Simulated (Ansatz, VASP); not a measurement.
## Pb in VASP and in Ansatz

Contents of INCAR:

```
SYSTEM = Pb
ALGO     = Fast           ! electronic algorithm
EDIFF    = 1E-7           ! SCF threshold, eV
ENCUT    = 520            ! plane-wave cutoff, eV
GGA      = PS             ! functional
ISIF     = 2              ! what is computed and relaxed
ISMEAR   = 0              ! smearing method
LASPH    = .True.         ! aspherical terms in the spheres
LCHARG   = .False.        ! write CHGCAR
LREAL    = .False.        ! projectors in reciprocal space
LWAVE    = .False.        ! write WAVECAR
NBANDS   = 21             ! bands
NELM     = 60             ! most SCF steps
PREC     = Accurate       ! precision mode
SIGMA    = 0.15           ! smearing width, eV
```

KPOINTS

```
k-points
0
Gamma
  12 12 12
  0 0 0
```

File POSCAR:

```
Pb
1.0
    0.0000000000      3.6109500583      3.4390000555
    3.6109500583      0.0000000000      3.4390000555
    3.6109500583      3.6109500583      0.0000000000
Pb
2
Direct
    0.5000000000      0.5000000000      0.5000000000
    0.7500000000      0.7500000000      0.7500000000
```

Input for Ansatz:

```yaml
crystal:
  lattice:
    - [0.0, 3.6109500583, 3.4390000555]
    - [3.6109500583, 0.0, 3.4390000555]
    - [3.6109500583, 3.6109500583, 0.0]
  atoms:
    - { symbol: Pb, position: [0.5, 0.5, 0.5] }
    - { symbol: Pb, position: [0.75, 0.75, 0.75] }
basis:
  ecutwfc: 420
kpoints:
  mp_grid: { grid: [12, 12, 12] }
hamiltonian:
  xc: pbesol
scf:
  occupations: { method: gaussian, width: 0.15 }
output:
  forces: true
  stress: true
  eigenvalues: true
```

Change from the starting cell: strain +0.050 along x and y, +0.000 along z, atoms carried along.

Alike in both runs: task single point; functional PBEsol; k mesh 12 × 12 × 12; occupations gaussian, width 0.15 eV; no spin polarisation.

|  | VASP | Ansatz |
| --- | --- | --- |
| version | VASP 6.6.1 | Ansatz 0.2.0 |
| potentials or method | VASP PAW PBE potentials, release 64 (Pb_d), cutoff 520 eV | scalar-relativistic, plane waves, PAW |
| valence electrons in the cell | 28 | 28 |

|  | VASP | Ansatz | Ansatz less VASP |
| --- | --- | --- | --- |
| gap on the k mesh at the Fermi level (eV) | none | none | - |
| pressure (GPa) | -2.1 | -2.1 | +0.05 |
| traceless stress, the component that is largest in VASP (GPa) | 0.35 | 0.35 | 0.000 |

VASP's potentials were made for PBE, not for PBEsol. A gap of «none» marks a metal or a gap that the smearing closes. The functional is the same, so the differences come from potentials, cutoffs and numerics.

Neither program's run includes spin-orbit coupling.
